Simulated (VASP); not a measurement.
Write the native input for VASP 6.6.1 that does the following.

```yaml
Task: single point
Functional: PBE
Potentials_or_basis: VASP PAW PBE potentials, release 64 (Hf_pv, S)
Cutoff: 520 eV
k_mesh: 10 × 10 × 10
Occupations: gaussian, width 0.1 eV
Spin: no spin polarisation
Dipole_correction: no
Further_INCAR_settings: ALGO = Normal; EDIFF = 1e-06; NBANDS = 25
```

The structure of HfS4 lies in POSCAR:

```
HfS4
1.0
    0.0000000000      3.6653151593      3.6653151593
    3.6653151593      0.0000000000      3.6653151593
    3.6653151593      3.6653151593      0.0000000000
Hf S
1 4
Direct
    0.5000000000      0.5000000000      0.5000000000
    0.8747535922      0.3757392235      0.8747535922
    0.8747535922      0.8747535922      0.8747535922
    0.3757392235      0.8747535922      0.8747535922
    0.8747535922      0.8747535922      0.3757392235
```

These files were run (other wordings do the same):

INCAR

```
SYSTEM = HfS4
ALGO = Normal
EDIFF = 1E-6
ENCUT = 520
GGA = PE
ISIF = 2
ISMEAR = 0
LASPH = .True.
LCHARG = .True.
LELF = .True.
LREAL = .False.
LVHAR = .True.
LWAVE = .False.
NBANDS = 25
NELM = 60
PREC = Accurate
SIGMA = 0.1
```

KPOINTS

```
k-points
0
Gamma
  10 10 10
  0 0 0
```

Potentials or basis: VASP PAW PBE potentials, release 64 (Hf_pv, S).

The run is started by

```bash
$ cat potpaw_PBE.64/Hf_pv/POTCAR potpaw_PBE.64/S/POTCAR > POTCAR
$ mpirun -np 1 vasp_std > vasp.out
```

Results of the run:

* Pressure: -0.3 GPa
* Largest force: 0.011 eV/Å
* Band gap on the k mesh: zero (band 17 reaches 7.54 eV, above the bottom of band 18 at 6.14 eV)

Caveat: spin-orbit coupling is left out, which moves the levels of the heavy elements.

Wall time 120 s on 1 thread of Intel(R) Xeon(R) Platinum 8259CL CPU @ 2.50GHz (Skylake/Cascade Lake), with other jobs on the host, peak memory 0.29 GiB.
